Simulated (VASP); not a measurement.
Here is a VASP 6.6.1 calculation.

File INCAR:

```
SYSTEM = TiO2
PREC = Accurate
ENCUT = 520
EDIFF = 1E-6
ISMEAR = 0
SIGMA = 0.02
LREAL = .False.
LASPH = .True.
NELM = 80
ALGO = Normal
ISIF = 2
LWAVE = .False.
LCHARG = .False.
GGA = PE
NBANDS = 33
```

The input KPOINTS:

```
regular mesh
0
Gamma
  6 6 10
  0 0 0
```

POSCAR

```
TiO2
1.0
    4.6447942500      0.0000000000      0.0000000000
    0.0000000000      4.6447942500      0.0000000000
    0.0000000000      0.0000000000      2.9630694318
Ti O
2 4
Direct
    0.5000000000      0.5000000000      0.5000000000
    0.0000000000      0.0000000000      0.0000000000
    0.1948033029      0.8051966971      0.5000000000
    0.8051966971      0.1948033029      0.5000000000
    0.3051966971      0.3051966971      0.0000000000
    0.6948033029      0.6948033029      0.0000000000
```

Potentials or basis: VASP PAW PBE potentials, release 64 (Ti_sv, O).

Launch:

```sh
$ cat potpaw_PBE.64/Ti_sv/POTCAR potpaw_PBE.64/O/POTCAR > POTCAR
$ mpirun -np 1 vasp_std > vasp.out
```

(1) Predict the largest force.

(2) What does it give for the pressure?

Answers

(1) 0.036 eV/Å.

(2) 0.6 GPa.
